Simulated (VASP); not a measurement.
Zr2H3:

```
Zr H
1.0
     1.47394    0.85098    6.83248
    -1.47394    0.85098    6.83248
     0.00000   -1.70196    6.83248
Zr H
2 3
Cartesian
  0.0000 0.0000 8.1990
  0.0000 0.0000 12.2985
  0.0000 0.0000 0.0000
  0.0000 0.0000 4.2942
  0.0000 0.0000 16.2032
```

| Property | Result |
| --- | --- |
| Program | VASP 6.6.1 |
| Task | relaxation of cell and atoms |
| Functional | PBE |
| Potentials or basis | VASP PAW PBE potentials, release 64 (Zr_sv, H_h) |
| Cutoff | 910 eV |
| k mesh | 6 × 6 × 6 |
| Occupations | gaussian, width 0.1 eV |
| Spin | no spin polarisation |

At the start: pressure 16.8 GPa; volume 10.28 Å³/atom.

Problem. How do energy, volume and symmetry change on relaxing?

Solution. Over 18 steps the energy falls by 100.5 meV/atom and the volume is 12.70 Å³/atom (+23.5 %); space group R-3m (No. 166, to 0.1 Å) before and after.

The path:
```
step  energy change (eV)  largest force (eV/Å)  pressure (GPa)  volume (Å³)
   1              0.0000                0.4140           16.81        51.42
   2             -0.3776                0.5595           -3.64        59.84
   3             -0.3924                0.5003           -0.85        58.29
   4             -0.4277                0.4112           -0.59        58.10
   5             -0.4669                0.2421            0.36        57.48
   6             -0.4675                0.2215            0.25        57.55
   7             -0.4773                0.1011            0.17        57.68
   8             -0.4773                0.1126            0.17        57.69
   9             -0.4801                0.1007            0.21        57.86
  10             -0.4869                0.0668            0.34        58.37
  11             -0.4944                0.0247            0.67        59.40
  12             -0.4942                0.1307            1.50        61.44
  13             -0.4959                0.1221            1.18        61.79
  14             -0.4987                0.0958            0.27        62.84
  15             -0.4989                0.0855           -0.06        63.24
  16             -0.4996                0.0804           -0.05        63.27
  17             -0.5012                0.0639           -0.02        63.36
  18             -0.5027                0.0319            0.05        63.52
```

Final structure:
```
CELL_PARAMETERS angstrom
1.57200 0.90759 7.42025
-1.57200 0.90759 7.42025
0.00000 -1.81519 7.42025
ATOMIC_POSITIONS crystal
Zr 0.39464 0.39464 0.39464
Zr 0.60536 0.60536 0.60536
H 0.00000 0.00000 0.00000
H 0.22517 0.22517 0.22517
H 0.77483 0.77483 0.77483
```

Caveat: the k points lie up to 0.39 Å⁻¹ apart in the final cell, too coarse for converged energies and pressures of a metal; the volume moved by over 15 % at a fixed basis, so the end points are rough.
